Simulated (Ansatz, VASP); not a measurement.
**ZnS: VASP beside Ansatz**

POSCAR

```
ZnS
1.0
    0.0689688462      2.6940955531      2.6940955531
    2.6940955531      0.0689688462      2.6940955531
    2.7630643992      2.7630643992     -0.0000000001
Zn S
1 1
Direct
    0.2454473345      0.2454473345      0.2545526655
    0.0045526655      0.0045526655     -0.0045526655
```

INCAR.step1

```
SYSTEM = ZnS
ALGO = Normal
EDIFF = 1E-4
ENCUT = 520
GGA = PE
ISMEAR = 0
LASPH = .True.
LCHARG = .False.
LREAL = .False.
LWAVE = .True.
NBANDS = 16
NELM = 80
PREC = Accurate
SIGMA = 0.01
```

File INCAR.step2:

```
SYSTEM = ZnS
ALGO = Normal
EDIFF = 1E-6
ENCUT = 520
ISIF = 2
ISMEAR = 0
ISTART = 1
LASPH = .True.
LCHARG = .False.
LMIXTAU = .True.
LREAL = .False.
LWAVE = .False.
METAGGA = R2SCAN
NBANDS = 16
NELM = 80
PREC = Accurate
SIGMA = 0.01
```

KPOINTS

```
k-points
0
Gamma
  8 8 8
  0 0 0
```

Input for Ansatz:

```yaml
crystal:
  lattice:
    - [0.0689688462, 2.6940955531, 2.6940955531]
    - [2.6940955531, 0.0689688462, 2.6940955531]
    - [2.7630643992, 2.7630643992, -1.0e-10]
  atoms:
    - { symbol: Zn, position: [0.2454473345, 0.2454473345, 0.2545526655] }
    - { symbol: S, position: [0.0045526655, 0.0045526655, -0.0045526655] }
kpoints:
  mp_grid: { grid: [8, 8, 8] }
  band_path:
    path:
      - [0.0, 0.0, 0.0]
      - [-0.5, -0.5, 0.0]
      - [-0.375, -0.375, 0.25]
      - [-0.375, 0.0, 0.375]
      - [0.0, 0.0, 0.5]
      - [-0.5, -0.25, 0.25]
    npoints: 1
hamiltonian:
  xc: r2scan
scf:
  occupations: { method: fixed }
  n_extra_bands: 4
output:
  forces: true
  stress: true
  eigenvalues: true
  write_density: true
  write_potential: true
  elf: true
  volumetric_format: npy
```

Change from the starting cell: shear_xy strain +5.1%.

Alike in both runs: task single point; functional r2SCAN; k mesh 8 × 8 × 8; no spin polarisation.

```csv
,VASP,Ansatz
version,VASP 6.6.1,Ansatz 0.2.0
potentials or method,"VASP PAW PBE potentials, release 64 (Zn, S)","plane waves, PAW"
plane-wave cutoff (eV),520,500
occupations,"gaussian, width 0.01 eV",fixed
valence electrons in the cell,18,18
```

VASP gave:

```
gap on the k mesh at the Fermi level (eV)                     : 2.53
pressure (GPa)                                                : 0.1
traceless stress, the component that is largest in VASP (GPa) : -2.58
```

What did Ansatz give for the same quantities?

gap on the k mesh at the Fermi level (eV): 2.52; pressure (GPa): 0.1; traceless stress, the component that is largest in VASP (GPa): -2.58.

VASP's potentials were made for PBE, not for r2SCAN.
